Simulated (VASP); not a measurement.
Set up this calculation in VASP 6.6.1, as the native input.

```
Task                   : single point
Functional             : PBEsol
Potentials or basis    : VASP PAW PBE potentials, release 64 (Mo_sv)
Cutoff                 : 520 eV
k mesh                 : 8 × 8 × 8
Occupations            : fermi-dirac, width 0.3 eV
Spin                   : no spin polarisation
Dipole correction      : no
Further INCAR settings : ALGO = Normal; EDIFF = 1e-06; NBANDS = 13
```

The structure of Mo lies in POSCAR:

```
Mo
1.0
    2.7355104000      0.0000000000      0.0000000000
   -1.3677552000      2.3690215000      0.0000000000
    0.0000000000      0.0000000000      2.5551807000
Mo
1
Direct
    0.0000000000      0.0000000000      0.5000000000
```

The input as run:

INCAR

```
ALGO = Normal
EDIFF = 1E-6
ENCUT = 520
GGA = PS
ISIF = 2
ISMEAR = -1
LASPH = T
LCHARG = T
LELF = T
LREAL = F
LVHAR = T
LWAVE = F
NBANDS = 13
NELM = 100
PREC = Accurate
SIGMA = 0.3
```

KPOINTS

```
k-points
0
Gamma
  8 8 8
```

Potentials or basis: VASP PAW PBE potentials, release 64 (Mo_sv).

Launch:

```console
$ cat potpaw_PBE.64/Mo_sv/POTCAR > POTCAR
$ mpirun -np 1 vasp_std > vasp.out
```

It gave:

```yaml
Pressure: -1.2 GPa
Band_gap_on_the_k_mesh: zero (band 7 reaches 12.42 eV, above the bottom of band 8 at 10.55 eV)
```

Caveat: the PAW data sets were made with another functional, which shifts forces and pressure a little.

Wall time 14 s on 1 thread of Intel Xeon 8259CL, on a shared host, peak memory 0.13 GiB.
